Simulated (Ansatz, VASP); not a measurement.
**Two plane-wave programs on Al2O3**

The input INCAR:

```
PREC = Accurate ; ENCUT = 520
EDIFF = 1E-6 ; ISMEAR = 0
SIGMA = 0.05 ; LREAL = F
LASPH = T ; NELM = 80
ALGO = Normal ; ISIF = 2
LWAVE = F ; LCHARG = F
NBANDS = 20
```

KPOINTS

```
regular mesh
0
Gamma
  12 12 4
```

The input POSCAR:

```
Al2O3
1.0
    3.0174825440      0.0000000000      0.0000000000
   -1.5087412720      2.6132165386      0.0000000000
    0.0000000000      0.0000000000      7.2716505621
Al O
2 3
Direct
    0.0000000000      0.0000000000      0.2779510000
    0.0000000000      0.0000000000      0.7220490000
    0.3333333333      0.6666666667      0.1994540000
    0.6666666667      0.3333333333      0.8005460000
    0.0000000000      0.0000000000      0.5000000000
```

Input for Ansatz:

```yaml
crystal:
  lattice:
    - [3.017482544, 0.0, 0.0]
    - [-1.508741272, 2.6132165386, 0.0]
    - [0.0, 0.0, 7.2716505621]
  atoms:
    - { symbol: Al, position: [0.0, 0.0, 0.277951] }
    - { symbol: Al, position: [0.0, 0.0, 0.722049] }
    - { symbol: O, position: [0.3333333333, 0.6666666667, 0.199454] }
    - { symbol: O, position: [0.6666666667, 0.3333333333, 0.800546] }
    - { symbol: O, position: [0.0, 0.0, 0.5] }
basis:
  ecutwfc: 420
kpoints:
  mp_grid: { grid: [12, 12, 4] }
hamiltonian:
  xc: lda
scf:
  occupations: { method: gaussian, width: 0.05 }
output:
  forces: true
  stress: true
  eigenvalues: true
```

Change from the starting cell: strain +0.000 along x and y, -0.040 along z, atoms carried along.

Alike in both runs: task single point; functional LDA; k mesh 12 × 12 × 4; occupations gaussian, width 0.05 eV; no spin polarisation.

```csv
,VASP,Ansatz
version,VASP 6.6.1,Ansatz 0.2.0
potentials or method,"VASP PAW LDA potentials, release 64 (Al, O), cutoff 520 eV","scalar-relativistic, plane waves, PAW"
valence electrons in the cell,24,24
```

Ansatz gave:

- gap on the k mesh at the Fermi level (eV): 2.91
- least direct gap on the mesh (eV): 2.91
- pressure (GPa): -0.2
- traceless stress, the component that is largest in VASP (GPa): 15.32
- rms of the force components (eV/Å): 0.688

Question: Estimate VASP's values.

Answer: gap on the k mesh at the Fermi level (eV): 2.89; least direct gap on the mesh (eV): 2.89; pressure (GPa): 0.8; traceless stress, the component that is largest in VASP (GPa): 16.24; rms of the force components (eV/Å): 0.756.

LDA's correlation is that of Perdew and Zunger in VASP and of Perdew and Wang (1992) in Ansatz. Atom by atom the forces differ by 0.070 eV/Å (rms over components).
